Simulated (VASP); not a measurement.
# Al2O3 (P-3m1) in VASP: a series of runs

Runs on Al2O3. Level: PBEsol. Tasks: single point.

Everything below comes from runs of VASP 6.6.1. Logs are shortened: lines on timing, memory, paths and dates and some standing lists are left out, and cuts for length are marked.

### Step 1. The cell of the first run

It takes space group P-3m1 (No. 164, trigonal). Conventional cell: a = 2.897 Å, b = 2.897 Å, c = 8.181 Å, α = 90.00°, β = 90.00°, γ = 120.00°. Al (site symmetry 3m) has 4 O at 1.79 to 1.82 Å within 2.4 Å. O (site symmetry 3m) has 3 Al at 1.79 Å within 2.4 Å. Within 2.4 Å of O (site symmetry -3m) lie 2 Al at 1.82 Å.

### Step 2. Single point, PBEsol (strain -0.040 along x and y, +0.080 along z)

Input file INCAR:

```
SYSTEM = Al2O3
PREC = Accurate
ENCUT = 520
EDIFF = 1E-6
ISMEAR = 0
SIGMA = 0.05
LREAL = .FALSE.
LASPH = .TRUE.
NELM = 100
ALGO = Normal
ISIF = 2
LWAVE = .FALSE.
LCHARG = .FALSE.
GGA = PS
NBANDS = 20
```

Input file KPOINTS:

```
Automatic mesh
0
G
  12 12 4
  0 0 0
```

Input file POSCAR:

```
Al2O3
1.0
    2.8967832423      0.0000000000      0.0000000000
   -1.4483916211      2.5086878770      0.0000000000
    0.0000000000      0.0000000000      8.1806068824
Al O
2 3
Direct
    0.0000000000      0.0000000000      0.2779510000
    0.0000000000      0.0000000000      0.7220490000
    0.3333333333      0.6666666667      0.1994540000
    0.6666666667      0.3333333333      0.8005460000
    0.0000000000      0.0000000000      0.5000000000
```

Potentials or basis: VASP PAW PBE potentials, release 64 (Al, O).

On the command line:

```
$ cat potpaw_PBE.64/Al/POTCAR potpaw_PBE.64/O/POTCAR > POTCAR
$ mpirun -np 1 vasp_std > vasp.out
```

OUTCAR:

```text
SYSTEM = Al2O3
   PREC = Accurate
   ENCUT = 520
   EDIFF = 1E-6
   ISMEAR = 0
   LREAL = .FALSE.
   LASPH = .TRUE.
   NELM = 100
   ISIF = 2
   GGA = PS

 ion  position               nearest neighbor table
   1  0.000  0.000  0.278-   3 1.79   3 1.79   3 1.79   5 1.82
   2  0.000  0.000  0.722-   4 1.79   4 1.79   4 1.79   5 1.82
   3  0.333  0.667  0.199-   1 1.79   1 1.79   1 1.79
   4  0.667  0.333  0.801-   2 1.79   2 1.79   2 1.79
   5  0.000  0.000  0.500-   1 1.82   2 1.82

  LATTYP: Found a hexagonal cell.
 ALAT       =     2.8967832423
 C/A-ratio  =     2.8240314163

  Lattice vectors:

 A1 = (   2.8967832423,   0.0000000000,   0.0000000000)
 A2 = (  -1.4483916211,   2.5086878770,   0.0000000000)
 A3 = (   0.0000000000,   0.0000000000,   8.1806068824)

Analysis of symmetry for initial positions (statically):
=====================================================================
 Subroutine PRICEL returns:
 Original cell was already a primitive cell.

 Routine SETGRP: Setting up the symmetry group for a
 hexagonal supercell.

 Subroutine GETGRP returns: Found 12 space group operations
 (whereof 12 operations were pure point group operations)
 out of a pool of 24 trial point group operations.

The static configuration has the point symmetry D_3d.

Analysis of symmetry for dynamics (positions and initial velocities):
=====================================================================
 Subroutine PRICEL returns:
 Original cell was already a primitive cell.

 Routine SETGRP: Setting up the symmetry group for a
 hexagonal supercell.

 Subroutine GETGRP returns: Found 12 space group operations
 (whereof 12 operations were pure point group operations)
 out of a pool of 24 trial point group operations.

The dynamic configuration has the point symmetry D_3d.

 Subroutine INISYM returns: Found 12 space group operations
 (whereof 12 operations are pure point group operations),
 and found     1 'primitive' translations

----------------------------------------------------------------------------------------

                                     Primitive cell

  volume of cell :      59.4495

  direct lattice vectors                    reciprocal lattice vectors
     2.896783242  0.000000000  0.000000000     0.345210503  0.199307377  0.000000000
    -1.448391621  2.508687877  0.000000000     0.000000000  0.398614754  0.000000000
     0.000000000  0.000000000  8.180606882     0.000000000  0.000000000  0.122240320

[... 90 lines left out ...]
   LREAL  =      F    real-space projection
   EDIFFG = 0.1E-04   stopping-criterion for IOM
   NSW    =      0    number of steps for IOM
   IBRION =     -1    ionic relax: 0-MD 1-quasi-New 2-CG
   NFREE  =      0    steps in history (QN), initial steepest desc. (CG)
   ISIF   =      2    stress and relaxation
   ISYM   =      2    0-nonsym 1-usesym 2-fastsym
   POTIM  = 0.5000    time-step for ionic-motion
   TEBEG  =    0.0;   TEEND  =   0.0 temperature during run
   PSTRESS=    0.0 pullay stress
   NELECT =      24.0000    total number of electrons
   NUPDOWN=      -1.0000    fix difference up-down
   EMIN   =  10.00;   EMAX   =-10.00  energy-range for DOS
   EFERMI =   0.00;   METHOD = LEGACY
   ISMEAR =     0;   SIGMA  =   0.05  broadening in eV -4-tet -1-fermi 0-gaus
   EFERMI_NEDOS =   21; number of points for ismear=-14 and -15
   IALGO  =     38    algorithm
   IMIX   =      4    mixing-type and parameters
     AMIX     =   0.40;   BMIX     =  1.00
     AMIX_MAG =   1.60;   BMIX_MAG =  1.00
  volume/ion in A,a.u.               =      11.89        80.24
  Fermi-wavevector in a.u.,A,eV,Ry     =   1.209936  2.286448 19.918194  1.463946
  Thomas-Fermi vector in A             =   2.345498
   LORBIT       =      0    0 simple, 1 ext, 2 COOP (PROOUT), +10 PAW based schemes
   GGA     = PS    functional components
   LHFCALC =     F    Hartree Fock is set to
   AEXX    =    0.0000 exact exchange contribution
   IVDW    =     0    specifies the selected vdW correction
   LEPSILON=     F    determine dielectric tensor
   LRPA    =     F    only Hartree local field effects (RPA)
 non-spin polarized calculation
 Gauss-broadening in eV      SIGMA  =   0.05
  energy-cutoff  :      520.00
  volume of cell :       59.45
 maximum number of plane-waves:      1650
 NGX is ok and might be reduce to    24
   NGX = 11   NGY = 11   NGZ = 31

 number of electron      23.9999988 magnetization

 Free energy of the ion-electron system (eV)
  ---------------------------------------------------
  ext. energy  EPLUGINS =         0.00000000
  ---------------------------------------------------
  free energy    TOTEN  =       -37.04123789 eV

  energy without entropy =      -37.04123789  energy(sigma->0) =      -37.04123789

 E-fermi :   5.4006     XC(G=0):  -9.9115

 val. band max:        5.0799889803   @ k =   0.0000   0.0000   0.0000
 cond. band min:       5.9991566992   @ k =   0.0000   0.0000   0.0000
 fundamental gap:      0.9191677189
 Fermi energy:         5.4005646145

 k-point     1 :       0.0000    0.0000    0.0000
  band No.  band energies     occupation
      1     -16.5223      2.00000
      2     -16.4387      2.00000
      3     -12.1778      2.00000
      4      -2.3171      2.00000
      5      -1.4686      2.00000
      6      -0.2947      2.00000
[... 541 lines left out ...]
     19      15.7883      0.00000
     20      17.0851      0.00000

 [... further k-points ...]

------------------------ aborting loop because EDIFF is reached ----------------------------------------

  FORCE on cell =-STRESS in cart. coord.  units (eV):
  Direction    XX          YY          ZZ          XY          YZ          ZX
  --------------------------------------------------------------------------------------
  -------------------------------------------------------------------------------------
  Total        4.8657973      4.8657973    -12.4952372      0.0000000      0.0000000     -0.0000000
  in kB      131.1343431    131.1343431   -336.7494804      0.0000000      0.0000000     -0.0000000
  external PRESSURE =     -24.8269314 kB  Pullay stress =       0.0000000 kB

 VOLUME and BASIS-vectors are now :
 -----------------------------------------------------------------------------
  energy-cutoff  :      520.00
  volume of cell :       59.45
      direct lattice vectors                 reciprocal lattice vectors
     2.896783242  0.000000000  0.000000000     0.345210503  0.199307377  0.000000000
    -1.448391621  2.508687877  0.000000000     0.000000000  0.398614754  0.000000000
     0.000000000  0.000000000  8.180606882     0.000000000  0.000000000  0.122240320

 POSITION                                       TOTAL-FORCE (eV/Angst)
 -----------------------------------------------------------------------------------
      0.00000      0.00000      2.27381         0.000000     -0.000000      3.323307
      0.00000      0.00000      5.90680        -0.000000      0.000000     -3.323307
     -0.00000      1.67246      1.63165         0.000000      0.000000      0.088855
      1.44839      0.83623      6.54895        -0.000000     -0.000000     -0.088855
      0.00000      0.00000      4.09030        -0.000000      0.000000     -0.000000
 -----------------------------------------------------------------------------------
    total drift:                                0.000000      0.000000     -0.000000

  FREE ENERGIE OF THE ION-ELECTRON SYSTEM (eV)
  ---------------------------------------------------
  free  energy   TOTEN  =       -37.0412378883 eV

  energy  without entropy=      -37.0412378883  energy(sigma->0) =      -37.04123789
```

OSZICAR:

```text
N       E                     dE             d eps       ncg     rms          rms(c)
DAV:   1     0.102233473644E+03    0.10223E+03   -0.12437E+04  2776   0.109E+03
DAV:   2    -0.349254872590E+02   -0.13716E+03   -0.13180E+03  3412   0.239E+02
DAV:   3    -0.418855733459E+02   -0.69601E+01   -0.69359E+01  3604   0.562E+01
DAV:   4    -0.419393906158E+02   -0.53817E-01   -0.53804E-01  3448   0.545E+00
DAV:   5    -0.419400737396E+02   -0.68312E-03   -0.68311E-03  3412   0.598E-01    0.128E+01
DAV:   6    -0.372683668117E+02    0.46717E+01   -0.16620E+01  3080   0.261E+01    0.510E+00
DAV:   7    -0.371406117347E+02    0.12776E+00   -0.36347E-01  3308   0.429E+00    0.263E+00
DAV:   8    -0.370489768420E+02    0.91635E-01   -0.11555E-01  3508   0.292E+00    0.728E-01
DAV:   9    -0.370396219069E+02    0.93549E-02   -0.44617E-02  3780   0.152E+00    0.288E-01
DAV:  10    -0.370409651264E+02   -0.13432E-02   -0.35108E-03  3068   0.413E-01    0.954E-02
DAV:  11    -0.370412218173E+02   -0.25669E-03   -0.88097E-04  3216   0.191E-01    0.348E-02
DAV:  12    -0.370412286054E+02   -0.67881E-05   -0.16714E-04  3616   0.922E-02    0.171E-02
DAV:  13    -0.370412367663E+02   -0.81608E-05   -0.21142E-05  3152   0.327E-02    0.708E-03
DAV:  14    -0.370412377712E+02   -0.10049E-05   -0.20228E-06  3076   0.107E-02    0.172E-03
DAV:  15    -0.370412378883E+02   -0.11716E-06   -0.13647E-07  2472   0.276E-03
   1 F= -.37041238E+02 E0= -.37041238E+02  d E =-.546132E-21
```

stdout:

```text
POSCAR found type information on POSCAR AlO
 POSCAR found :  2 types and       5 ions
 scaLAPACK will be used
 -----------------------------------------------------------------------------
|                                                                             |
|                                                                             |
|     You enforced a specific xc type in the INCAR file but a different       |
|     I HOPE YOU KNOW WHAT YOU ARE DOING!                                     |
|                                                                             |
 -----------------------------------------------------------------------------

 LDA part: xc-table for (Slater+PW92), standard interpolation
 POSCAR, INCAR and KPOINTS ok, starting setup
 FFT: planning ... GRIDC
 FFT: planning ... GRID_SOFT
 FFT: planning ... GRID
 WAVECAR not read
 entering main loop
```

Wall time 27 s (1 thread of Intel Xeon 6975P-C (Granite Rapids), shared host); peak memory 0.21 GiB.

What came out:

- Free energy: -37.0412 eV
- Pressure: -2.5 GPa
- Largest force: 3.323 eV/Å
- Band gap on the k mesh: 0.92 eV, direct

Forces in eV/Å, atoms in the order of the input:
```
Al   0.000  0.000  3.323
Al   0.000  0.000 -3.323
O    0.000  0.000  0.089
O    0.000  0.000 -0.089
O    0.000  0.000  0.000
```

Stress tensor (GPa, compression positive):
```
 13.11   0.00   0.00
  0.00  13.11   0.00
  0.00   0.00 -33.67
```

Caveat: the cell differs from its parent crystal (strain -0.040 along x and y, +0.080 along z); the PAW data sets were made with another functional, which shifts forces and pressure a little. A k mesh can miss the band edges.

### Step 3. Single point, PBEsol (strain +0.040 along x and y, -0.080 along z)

Input file INCAR:

```
SYSTEM = Al2O3
PREC = Accurate
ENCUT = 520
EDIFF = 1E-7
ISMEAR = 0
SIGMA = 0.05
LREAL = .False.
LASPH = .True.
NELM = 100
ALGO = Normal
ISIF = 2
LWAVE = .False.
LCHARG = .False.
GGA = PS
NBANDS = 20
```

Input file KPOINTS:

```
regular mesh
0
Gamma
  12 12 4
  0 0 0
```

POSCAR, as its differences from that of step 2:

```diff
@@ -2,5 +2,5 @@
 1.0
-    2.8967832423      0.0000000000      0.0000000000
-   -1.4483916211      2.5086878770      0.0000000000
-    0.0000000000      0.0000000000      8.1806068824
+    3.1381818458      0.0000000000      0.0000000000
+   -1.5690909229      2.7177452001      0.0000000000
+    0.0000000000      0.0000000000      6.9686651220
 Al O
```

Potentials or basis: VASP PAW PBE potentials, release 64 (Al, O).

On the command line:

```
$ cat potpaw_PBE.64/Al/POTCAR potpaw_PBE.64/O/POTCAR > POTCAR
$ mpirun -np 1 vasp_std > vasp.out
```

OUTCAR:

```text
SYSTEM = Al2O3
   PREC = Accurate
   ENCUT = 520
   EDIFF = 1E-7
   ISMEAR = 0
   LREAL = .False.
   LASPH = .True.
   NELM = 100
   ISIF = 2
   GGA = PS

 ion  position               nearest neighbor table
   1  0.000  0.000  0.278-   5 1.55   3 1.89   3 1.89   3 1.89   2 3.09
   2  0.000  0.000  0.722-   5 1.55   4 1.89   4 1.89   4 1.89   1 3.09
   3  0.333  0.667  0.199-   1 1.89   1 1.89   1 1.89
   4  0.667  0.333  0.801-   2 1.89   2 1.89   2 1.89
   5  0.000  0.000  0.500-   1 1.55   2 1.55

  LATTYP: Found a hexagonal cell.
 ALAT       =     3.1381818458
 C/A-ratio  =     2.2206059000

  Lattice vectors:

 A1 = (   3.1381818458,   0.0000000000,   0.0000000000)
 A2 = (  -1.5690909229,   2.7177452001,   0.0000000000)
 A3 = (   0.0000000000,   0.0000000000,   6.9686651220)

Analysis of symmetry for initial positions (statically):
=====================================================================
 Subroutine PRICEL returns:
 Original cell was already a primitive cell.

 Routine SETGRP: Setting up the symmetry group for a
 hexagonal supercell.

 Subroutine GETGRP returns: Found 12 space group operations
[... 166 lines left out ...]
  ---------------------------------------------------
  free energy    TOTEN  =       -36.73751905 eV

  energy without entropy =      -36.73751905  energy(sigma->0) =      -36.73751905

 E-fermi :   2.6468     XC(G=0):  -9.9986

 val. band max:        2.4420543021   @ k =   0.0000   0.0000   0.0000
 cond. band min:       5.7890353667   @ k =   0.0000   0.0000   0.0000
 fundamental gap:      3.3469810646
 Fermi energy:         2.6467818290

 k-point     1 :       0.0000    0.0000    0.0000
  band No.  band energies     occupation
      1     -15.2957      2.00000
      2     -14.7345      2.00000
      3     -13.7004      2.00000
      4      -2.2030      2.00000
      5      -0.1385      2.00000
      6       0.4351      2.00000
[... 541 lines left out ...]
     19      15.6031      0.00000
     20      16.3692      0.00000

 [... further k-points ...]
[... 5 lines left out ...]
  --------------------------------------------------------------------------------------
  -------------------------------------------------------------------------------------
  Total       -6.3790853     -6.3790853     18.4733413     -0.0000000      0.0000000     -0.0000000
  in kB     -171.9620251   -171.9620251    497.9888251     -0.0000000      0.0000000     -0.0000000
  external PRESSURE =      51.3549250 kB  Pullay stress =       0.0000000 kB

 VOLUME and BASIS-vectors are now :
 -----------------------------------------------------------------------------
  energy-cutoff  :      520.00
  volume of cell :       59.43
      direct lattice vectors                 reciprocal lattice vectors
     3.138181846  0.000000000  0.000000000     0.318655849  0.183976040  0.000000000
    -1.569090923  2.717745200  0.000000000     0.000000000  0.367952080  0.000000000
     0.000000000  0.000000000  6.968665122     0.000000000  0.000000000  0.143499506

 POSITION                                       TOTAL-FORCE (eV/Angst)
 -----------------------------------------------------------------------------------
      0.00000      0.00000      1.93695         0.000000      0.000000     -5.920665
      0.00000      0.00000      5.03172        -0.000000     -0.000000      5.920665
     -0.00000      1.81183      1.38993         0.000000     -0.000000      0.106378
      1.56909      0.90592      5.57874        -0.000000      0.000000     -0.106378
      0.00000      0.00000      3.48433         0.000000      0.000000      0.000000
 -----------------------------------------------------------------------------------
    total drift:                                0.000000     -0.000000     -0.000000

  FREE ENERGIE OF THE ION-ELECTRON SYSTEM (eV)
  ---------------------------------------------------
  free  energy   TOTEN  =       -36.7375190521 eV

  energy  without entropy=      -36.7375190520  energy(sigma->0) =      -36.73751905
```

stdout:

```text
POSCAR found type information on POSCAR AlO
 POSCAR found :  2 types and       5 ions
 scaLAPACK will be used
 -----------------------------------------------------------------------------
|                                                                             |
|                                                                             |
|     You enforced a specific xc type in the INCAR file but a different       |
|     I HOPE YOU KNOW WHAT YOU ARE DOING!                                     |
|                                                                             |
 -----------------------------------------------------------------------------

 LDA part: xc-table for (Slater+PW92), standard interpolation
 POSCAR, INCAR and KPOINTS ok, starting setup
 FFT: planning ... GRIDC
 FFT: planning ... GRID_SOFT
 FFT: planning ... GRID
 WAVECAR not read
 entering main loop
```

Wall time 29 s (1 thread of Intel Xeon 6975P-C (Granite Rapids), shared host); peak memory 0.21 GiB.

What came out:

```
Free energy            : -36.7375 eV
Pressure               : 5.1 GPa
Largest force          : 5.921 eV/Å
Band gap on the k mesh : 3.35 eV, direct
```

Forces on the atoms (eV/Å):
```
Al   0.000  0.000 -5.921
Al   0.000  0.000  5.921
O    0.000  0.000  0.106
O    0.000  0.000 -0.106
O    0.000  0.000  0.000
```

Caveat: the cell differs from its parent crystal (strain +0.040 along x and y, -0.080 along z); the PAW data sets were made with another functional, which shifts forces and pressure a little. A k mesh can miss the band edges.
